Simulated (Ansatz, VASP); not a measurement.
SnO: VASP beside Ansatz

File INCAR:

```
SYSTEM = SnO
PREC = Accurate
ENCUT = 520
EDIFF = 1E-6
ISMEAR = 0
SIGMA = 0.15
LREAL = .False.
LASPH = .True.
NELM = 60
ALGO = Normal
ISIF = 2
LWAVE = .False.
LCHARG = .False.
GGA = PE
IVDW = 12
NBANDS = 28
```

File KPOINTS:

```
Automatic mesh
0
Gamma
  14 14 12
  0 0 0
```

File POSCAR:

```
SnO
1.0
    3.8896658188      0.0000000000      0.0000000000
    0.0000000000      3.8896658188      0.0000000000
    0.0000000000      0.0000000000      4.6342765186
Sn O
2 2
Direct
    0.0000000000      0.5000000000      0.2432422108
    0.5000000000      0.0000000000      0.7567577892
    0.0000000000      0.0000000000      0.0000000000
    0.5000000000      0.5000000000      0.0000000000
```

Input for Ansatz:

```yaml
crystal:
  lattice:
    - [3.8896657895, 0.0, 0.0]
    - [0.0, 3.8896657895, 0.0]
    - [0.0, 0.0, 4.6342776096]
  atoms:
    - { symbol: Sn, position: [0.0, 0.5, 0.2432421493] }
    - { symbol: Sn, position: [0.5, 0.0, 0.7567578507] }
    - { symbol: O, position: [0.0, 0.0, 0.0] }
    - { symbol: O, position: [0.5, 0.5, 0.0] }
basis:
  ecutwfc: 420
kpoints:
  mp_grid: { grid: [14, 14, 12] }
hamiltonian:
  xc: pbe
  dispersion: d3bj
scf:
  occupations: { method: gaussian, width: 0.15 }
output:
  forces: true
  stress: true
  eigenvalues: true
```

Alike in both runs: task single point; functional PBE; dispersion D3(BJ); k mesh 14 × 14 × 12; occupations gaussian, width 0.15 eV; no spin polarisation.

```csv
,VASP,Ansatz
version,VASP 6.6.1,Ansatz 0.2.0
potentials or method,"VASP PAW PBE potentials, release 64 (Sn_d, O), cutoff 520 eV","scalar-relativistic, plane waves, PAW"
valence electrons in the cell,40,40
```

Ansatz gave:

```
gap on the k mesh at the Fermi level (eV)                     : 0.20
least direct gap on the mesh (eV)                             : 1.80
pressure (GPa)                                                : -0.6
traceless stress, the component that is largest in VASP (GPa) : 1.88
rms of the force components (eV/Å)                            : 0.064
```

What did VASP give for the same quantities?

gap on the k mesh at the Fermi level (eV): 0.22; least direct gap on the mesh (eV): 1.79; pressure (GPa): -0.3; traceless stress, the component that is largest in VASP (GPa): 1.88; rms of the force components (eV/Å): 0.096.

Atom by atom the forces differ by 0.032 eV/Å (rms over components).
